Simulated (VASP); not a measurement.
# MnO2 (P6_3/mmc) in VASP: a series of runs

The runs below take MnO2 through single point, with PBEsol.

Program: VASP 6.6.1. These are calculated values, not measurements. Logs are shortened: lines on timing, memory, paths and dates and some standing lists are left out, and cuts for length are marked.

## 1. The cell of the first run

The structure is hexagonal, space group P6_3/mmc (No. 194). Conventional cell: a = 2.855 Å, b = 2.855 Å, c = 10.222 Å, α = 90.00°, β = 90.00°, γ = 120.00°. Within 2.5 Å of Mn (site symmetry -3m) lie 6 O at 1.90 Å. O (site symmetry 3m) has 3 Mn at 1.90 Å and 3 O at 2.52 Å within 2.6 Å.

## 2. Single point, PBEsol, collinear spin, ferromagnetic start

INCAR

```
ALGO = Normal
EDIFF = 1E-6
ENCUT = 520
GGA = PS
ISIF = 2
ISMEAR = -1
ISPIN = 2
LASPH = True
LCHARG = False
LMAXMIX = 4
LORBIT = 11
LREAL = False
LWAVE = False
MAGMOM = 5 5 0 0 0 0
NBANDS = 38
NELM = 150
NUPDOWN = 10.0
PREC = Accurate
SIGMA = 0.05
```

KPOINTS

```
k-points
0
Gamma
  9 9 3
```

POSCAR

```
MnO2
1.0
    2.8549554371      0.0000000000      0.0000000000
   -1.4274777185      2.4724639352      0.0000000000
    0.0000000000      0.0000000000     10.2217427273
Mn O
2 4
Direct
    0.0000000000      0.0000000000      0.5000000000
    0.0000000000      0.0000000000      0.0000000000
    0.6666666667      0.3333333333      0.4068564500
    0.6666666667      0.3333333333      0.0931435500
    0.3333333333      0.6666666667      0.5931435500
    0.3333333333      0.6666666667      0.9068564500
```

Potentials or basis: VASP PAW PBE potentials, release 64 (Mn_pv, O).

The run is started by

```sh
> cat potpaw_PBE.64/Mn_pv/POTCAR potpaw_PBE.64/O/POTCAR > POTCAR
> mpirun -np 1 vasp_std > vasp.out
```

OUTCAR:

```text
EDIFF = 1E-6
   ENCUT = 520
   GGA = PS
   ISIF = 2
   ISMEAR = -1
   ISPIN = 2
   LASPH = True
   LORBIT = 11
   LREAL = False
   NELM = 150
   NUPDOWN = 10.0
   PREC = Accurate

 ion  position               nearest neighbor table
   1  0.000  0.000  0.500-   3 1.90   5 1.90   5 1.90   3 1.90   3 1.90   5 1.90
   2  0.000  0.000  0.000-   4 1.90   6 1.90   6 1.90   4 1.90   4 1.90   6 1.90
   3  0.667  0.333  0.407-   1 1.90   1 1.90   1 1.90
   4  0.667  0.333  0.093-   2 1.90   2 1.90   2 1.90
   5  0.333  0.667  0.593-   1 1.90   1 1.90   1 1.90
   6  0.333  0.667  0.907-   2 1.90   2 1.90   2 1.90

  LATTYP: Found a hexagonal cell.
 ALAT       =     2.8549554371
 C/A-ratio  =     3.5803510606

  Lattice vectors:

 A1 = (   2.8549554371,   0.0000000000,   0.0000000000)
 A2 = (  -1.4274777185,   2.4724639352,   0.0000000000)
 A3 = (   0.0000000000,   0.0000000000,  10.2217427273)

Analysis of symmetry for initial positions (statically):
=====================================================================
 Subroutine PRICEL returns:
 Original cell was already a primitive cell.

 Routine SETGRP: Setting up the symmetry group for a
 hexagonal supercell.

 Subroutine GETGRP returns: Found 24 space group operations
 (whereof 12 operations were pure point group operations)
 out of a pool of 24 trial point group operations.

The static configuration has the point symmetry D_3d.
 The point group associated with its full space group is D_6h.

Analysis of symmetry for dynamics (positions and initial velocities):
=====================================================================
 Subroutine PRICEL returns:
 Original cell was already a primitive cell.

 Routine SETGRP: Setting up the symmetry group for a
 hexagonal supercell.

 Subroutine GETGRP returns: Found 24 space group operations
 (whereof 12 operations were pure point group operations)
 out of a pool of 24 trial point group operations.

The dynamic configuration has the point symmetry D_3d.
 The point group associated with its full space group is D_6h.

Analysis of structural, dynamic, and magnetic symmetry:
=====================================================================
 Subroutine PRICEL returns:
 Original cell was already a primitive cell.

 Routine SETGRP: Setting up the symmetry group for a
 hexagonal supercell.

 Subroutine GETGRP returns: Found 24 space group operations
 (whereof 12 operations were pure point group operations)
 out of a pool of 24 trial point group operations.

The overall configuration has the point symmetry D_3d.
 The point group associated with its full space group is D_6h.

 Subroutine INISYM returns: Found 24 space group operations
 (whereof 12 operations are pure point group operations),
 and found     1 'primitive' translations

----------------------------------------------------------------------------------------

                                     Primitive cell

  volume of cell :      72.1530

  direct lattice vectors                    reciprocal lattice vectors
     2.854955437  0.000000000  0.000000000     0.350268164  0.202227419  0.000000000
    -1.427477719  2.472463935  0.000000000     0.000000000  0.404454838  0.000000000
     0.000000000  0.000000000 10.221742727     0.000000000  0.000000000  0.097830676

  length of vectors
     2.854955437  2.854955437 10.221742727     0.404454838  0.404454838  0.097830676

  position of ions in fractional coordinates (direct lattice)
     0.000000000  0.000000000  0.500000000
     0.000000000  0.000000000  0.000000000
     0.666666667  0.333333333  0.406856450
     0.666666667  0.333333333  0.093143550
     0.333333333  0.666666667  0.593143550
     0.333333333  0.666666667  0.906856450

  ion indices of the primitive-cell ions
   primitive index   ion index
                 1           1
                 2           2
                 3           3
                 4           4
                 5           5
[... 29 lines left out ...]
            Coordinates               Weight
  0.000000  0.000000  0.000000      1.000000
  0.111111  0.000000  0.000000      6.000000
  0.222222 -0.000000  0.000000      6.000000
  0.333333  0.000000  0.000000      6.000000
  0.444444 -0.000000  0.000000      6.000000
  0.111111  0.111111  0.000000      6.000000
[... 16 lines left out ...]
  0.333333  0.222222  0.333333     24.000000
  0.333333  0.333333  0.333333      4.000000
   k-points           NKPTS =     24   k-points in BZ     NKDIM =     24   number of bands    NBANDS=     38
   number of dos      NEDOS =    301   number of ions     NIONS =      6
   total plane-waves  NPLWV =  46080
   dimension x,y,z NGX =    24 NGY =   24 NGZ =   80
   dimension x,y,z NGXF=    48 NGYF=   48 NGZF=  160
   ions per type =               2   4
   NGX,Y,Z   is equivalent  to a cutoff of  13.98, 13.98, 13.01 a.u.
   NGXF,Y,Z  is equivalent  to a cutoff of  27.95, 27.95, 26.02 a.u.
 SYSTEM =  unknown system
   PREC   = accura    normal or accurate (medium, high low for compatibility)
   ISTART =      0    job   : 0-new  1-cont  2-samecut
   ICHARG =      2    charge: 1-file 2-atom 10-const
   ISPIN  =      2    spin polarized calculation?
   LNONCOLLINEAR =      F non collinear calculations
   LSORBIT =      F    spin-orbit coupling
   LASPH  =      T    aspherical Exc in radial PAW
   ENCUT  =  520.0 eV  38.22 Ry    6.18 a.u.   5.31  5.31 19.01*2*pi/ulx,y,z
   NELM   =    150;   NELMIN=  2; NELMDL= -5     # of ELM steps
   EDIFF  = 0.1E-05   stopping-criterion for ELM
   LREAL  =      F    real-space projection
   EDIFFG = 0.1E-04   stopping-criterion for IOM
   NSW    =      0    number of steps for IOM
   IBRION =     -1    ionic relax: 0-MD 1-quasi-New 2-CG
   NFREE  =      0    steps in history (QN), initial steepest desc. (CG)
   ISIF   =      2    stress and relaxation
   ISYM   =      2    0-nonsym 1-usesym 2-fastsym
   POTIM  = 0.5000    time-step for ionic-motion
   TEBEG  =    0.0;   TEEND  =   0.0 temperature during run
   PSTRESS=    0.0 pullay stress
   NELECT =      50.0000    total number of electrons
   NUPDOWN=      10.0000    fix difference up-down
   EMIN   =  10.00;   EMAX   =-10.00  energy-range for DOS
   EFERMI =   0.00;   METHOD = LEGACY
   ISMEAR =    -1;   SIGMA  =   0.05  broadening in eV -4-tet -1-fermi 0-gaus
   EFERMI_NEDOS =   21; number of points for ismear=-14 and -15
   IALGO  =     38    algorithm
   IMIX   =      4    mixing-type and parameters
     AMIX     =   0.40;   BMIX     =  1.00
     AMIX_MAG =   1.60;   BMIX_MAG =  1.00
  volume/ion in A,a.u.               =      12.03        81.15
  Fermi-wavevector in a.u.,A,eV,Ry     =   1.448705  2.737656 28.555192  2.098747
  Thomas-Fermi vector in A             =   2.566516
   LORBIT       =     11    0 simple, 1 ext, 2 COOP (PROOUT), +10 PAW based schemes
   GGA     = PS    functional components
   LHFCALC =     F    Hartree Fock is set to
   AEXX    =    0.0000 exact exchange contribution
   IVDW    =     0    specifies the selected vdW correction
   LEPSILON=     F    determine dielectric tensor
   LRPA    =     F    only Hartree local field effects (RPA)
 spin polarized calculation
  energy-cutoff  :      520.00
  volume of cell :       72.15
 maximum number of plane-waves:      1964
 NGX is ok and might be reduce to    24
   NGX = 11   NGY = 11   NGZ = 39

 number of electron      49.9999996 magnetization      10.0000000

 Free energy of the ion-electron system (eV)
  ---------------------------------------------------
  ext. energy  EPLUGINS =         0.00000000
  ---------------------------------------------------
  free energy    TOTEN  =       -43.08586491 eV

  energy without entropy =      -43.02596881  energy(sigma->0) =      -43.05591686

 E-fermi :   0.4866     XC(G=0): -10.2036

 val. band max:        4.8827468771   @ k =   0.4444   0.1111   0.0000
 cond. band min:       0.4959539785   @ k =   0.1111   0.0000   0.3333
 fundamental gap:     -4.3867928986
 Fermi energy:         4.8960200490

 spin component 1

 k-point     1 :       0.0000    0.0000    0.0000
  band No.  band energies     occupation
      1     -46.4789      1.00000
      2     -46.4789      1.00000
      3     -46.4491      1.00000
      4     -46.4491      1.00000
      5     -46.4491      1.00000
      6     -46.4491      1.00000
[... 949 lines left out ...]
     36      15.0702      0.00000
     37      16.5046      0.00000
 Fermi energy:         0.4866387586

 spin component 2

 k-point     1 :       0.0000    0.0000    0.0000
  band No.  band energies     occupation
      1     -42.5976      1.00000
      2     -42.5975      1.00000
      3     -42.5946      1.00000
      4     -42.5946      1.00000
      5     -42.5945      1.00000
      6     -42.5945      1.00000
[... 949 lines left out ...]
     36      15.4801      0.00000
     37      17.4103      0.00000
 [bands above 37 left out]

------------------------ aborting loop because EDIFF is reached ----------------------------------------

  FORCE on cell =-STRESS in cart. coord.  units (eV):
  Direction    XX          YY          ZZ          XY          YZ          ZX
  --------------------------------------------------------------------------------------
  -------------------------------------------------------------------------------------
  Total       17.0505335     17.0505335      4.4526322      0.0000000      0.0000000      0.0000000
  in kB      378.6119437    378.6119437     98.8719648      0.0000000      0.0000000      0.0000000
  external PRESSURE =     285.3652841 kB  Pullay stress =       0.0000000 kB

 VOLUME and BASIS-vectors are now :
 -----------------------------------------------------------------------------
  energy-cutoff  :      520.00
  volume of cell :       72.15
      direct lattice vectors                 reciprocal lattice vectors
     2.854955437  0.000000000  0.000000000     0.350268164  0.202227419  0.000000000
    -1.427477719  2.472463935  0.000000000     0.000000000  0.404454838  0.000000000
     0.000000000  0.000000000 10.221742727     0.000000000  0.000000000  0.097830676

 POSITION                                       TOTAL-FORCE (eV/Angst)
 -----------------------------------------------------------------------------------
      0.00000      0.00000      5.11087        -0.000000      0.000000     -0.000000
      0.00000      0.00000      0.00000        -0.000000      0.000000     -0.000000
      1.42748      0.82415      4.15878         0.000000      0.000000     -1.247945
      1.42748      0.82415      0.95209         0.000000      0.000000      1.247945
     -0.00000      1.64831      6.06296        -0.000000     -0.000000      1.247945
     -0.00000      1.64831      9.26965         0.000000     -0.000000     -1.247945
 -----------------------------------------------------------------------------------
    total drift:                               -0.000000      0.000000      0.000000

  FREE ENERGIE OF THE ION-ELECTRON SYSTEM (eV)
  ---------------------------------------------------
  free  energy   TOTEN  =       -43.0858649072 eV

  energy  without entropy=      -43.0259688092  energy(sigma->0) =      -43.05591686

 total charge

# of ion       s       p       d       tot
------------------------------------------
    1        0.346   6.434   5.100  11.879
    2        0.346   6.434   5.100  11.879
    3        1.591   3.356   0.000   4.947
    4        1.591   3.356   0.000   4.947
    5        1.591   3.356   0.000   4.947
    6        1.591   3.356   0.000   4.947
--------------------------------------------------
tot          7.057  26.291  10.199  43.547

 magnetization (x)

# of ion       s       p       d       tot
------------------------------------------
    1        0.021   0.047   3.473   3.540
    2        0.021   0.047   3.473   3.540
    3        0.023   0.536   0.000   0.559
    4        0.023   0.536   0.000   0.559
    5        0.023   0.536   0.000   0.559
    6        0.023   0.536   0.000   0.559
--------------------------------------------------
tot          0.131   2.238   6.946   9.315
```

It took 2.7 min on 1 thread of Intel Xeon Platinum 8488C (Sapphire Rapids), shared host; peak memory 0.28 GiB.

Results:

```
Free energy                                           : -43.0859 eV
Pressure                                              : 28.5 GPa
Largest force                                         : 1.248 eV/Å
Net moment                                            : 10.00 μB per cell
Site moments                                          : Mn +3.54; O +0.56 μB
Valence electrons inside the program's atomic spheres : Mn 11.88; O 4.95
```

Forces on the atoms (eV/Å):
```
Mn   0.000  0.000  0.000
Mn   0.000  0.000  0.000
O    0.000  0.000 -1.248
O    0.000  0.000  1.248
O    0.000  0.000  1.248
O    0.000  0.000 -1.248
```

Stress tensor (GPa, compression positive):
```
37.86  0.00  0.00
 0.00 37.86  0.00
 0.00  0.00  9.89
```

Caveat: the stress differs along the axes, from 10 to 38 GPa; the PAW data sets were made with another functional, which shifts forces and pressure a little; the total moment is fixed, so each spin has its own Fermi level and the state may be an excited one; the run started ferromagnetic, and an antiferromagnetic order may lie lower in energy.

## 3. Single point, PBEsol, collinear spin, ferromagnetic start

INCAR

```
ALGO = Normal
EDIFF = 1E-6
ENCUT = 520
GGA = PS
ISIF = 2
ISMEAR = -1
ISPIN = 2
LASPH = T
LCHARG = F
LMAXMIX = 4
LORBIT = 11
LREAL = F
LWAVE = F
MAGMOM = 6 6 0 0 0 0
NBANDS = 38
NELM = 150
NUPDOWN = 12.0
PREC = Accurate
SIGMA = 0.05
```

KPOINTS is that of step 2.

POSCAR is that of step 2.

Potentials or basis: VASP PAW PBE potentials, release 64 (Mn_pv, O).

The run is started by

```sh
> cat potpaw_PBE.64/Mn_pv/POTCAR potpaw_PBE.64/O/POTCAR > POTCAR
> mpirun -np 1 vasp_std > vasp.out
```

Wall time 2.8 min (1 thread of Intel Xeon Platinum 8488C (Sapphire Rapids), shared host); peak memory 0.28 GiB.

The run converged. Its results:

```
Free energy                                           : -38.1677 eV
Pressure                                              : 46.9 GPa
Largest force                                         : 2.734 eV/Å
Net moment                                            : 12.00 μB per cell
Site moments                                          : Mn +3.96; O +0.79 μB
Valence electrons inside the program's atomic spheres : Mn 11.95; O 4.93
```

Forces on the atoms (eV/Å):
```
Mn   0.000  0.000  0.000
Mn   0.000  0.000  0.000
O    0.000  0.000 -2.734
O    0.000  0.000  2.734
O    0.000  0.000  2.734
O    0.000  0.000 -2.734
```

Stress tensor (GPa, compression positive):
```
59.29  0.00  0.00
 0.00 59.29  0.00
 0.00  0.00 22.25
```

Caveat: the stress differs along the axes, from 22 to 59 GPa; the PAW data sets were made with another functional, which shifts forces and pressure a little; the total moment is fixed, so each spin has its own Fermi level and the state may be an excited one; the run started ferromagnetic, and an antiferromagnetic order may lie lower in energy.

(Part 1 of 2 ends here.)
